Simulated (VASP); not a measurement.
# KI: relaxation of cell and atoms with LDA

The system is KI.

```
K I
1.0
     0.00000    3.40917    3.40917
     3.40917    0.00000    3.40917
     3.40917    3.40917    0.00000
K I
1 1
Direct
  0.00000 0.00000 0.00000
  0.50000 0.50000 0.50000
```

* Program: VASP 6.6.1
* Task: relaxation of cell and atoms
* Functional: LDA
* Potentials or basis: VASP PAW LDA potentials, release 64 (K_sv, I)
* Cutoff: 500 eV
* k mesh: 6 × 6 × 6
* Occupations: gaussian, width 0.02 eV
* Spin: no spin polarisation
* Dipole correction: no
* Further INCAR settings: ALGO = Normal; EDIFF = 1e-07; IBRION = 2; EDIFFG = -0.002; NSW = 100; ISIF = 3

- Relaxed volume: 39.75 Å³/atom
- Relaxed cell: a = 4.826 Å, b = 4.826 Å, c = 4.826 Å, α = 60.00°, β = 60.00°, γ = 60.00°
- Space group after relaxing (to 0.1 Å): Fm-3m (No. 225)
- Energy gained by relaxing: 0.0 meV/atom
- Ionic steps: 3
- Pressure after relaxing: 0.0 GPa
- Band gap on the k mesh: 3.87 eV

Final structure:
```
K I
1.0
     0.00000    3.41275    3.41275
     3.41275    0.00000    3.41275
     3.41275    3.41275    0.00000
K I
1 1
Direct
  0.00000 0.00000 0.00000
  0.50000 0.50000 0.50000
```

Levels at points of the mesh, in eV from the valence-band top:
| k point | band 4 | band 5 | band 6 | band 7 | band 8 | band 9 | band 10 | band 11 | band 12 |
| --- | --- | --- | --- | --- | --- | --- | --- | --- | --- |
| (0.00, 0.00, 0.00) | -11.73 | -10.74 | 0.00 | 0.00 | 0.00 | 3.87 | 6.22 | 6.22 | 6.22 |
| (0.50, 0.00, 0.00) | -11.73 | -10.26 | -1.65 | -0.45 | -0.45 | 5.36 | 7.71 | 8.18 | 8.18 |
| (0.50, 0.50, 0.00) | -11.76 | -10.55 | -1.21 | -0.44 | -0.44 | 4.49 | 5.73 | 8.04 | 8.85 |

Run time: 16 s on 1 thread of Intel(R) Xeon(R) Platinum 8559C (Emerald Rapids), on a shared host, peak memory 0.18 GiB.

Caveat: spin-orbit coupling is left out, which moves the levels of the heavy elements.
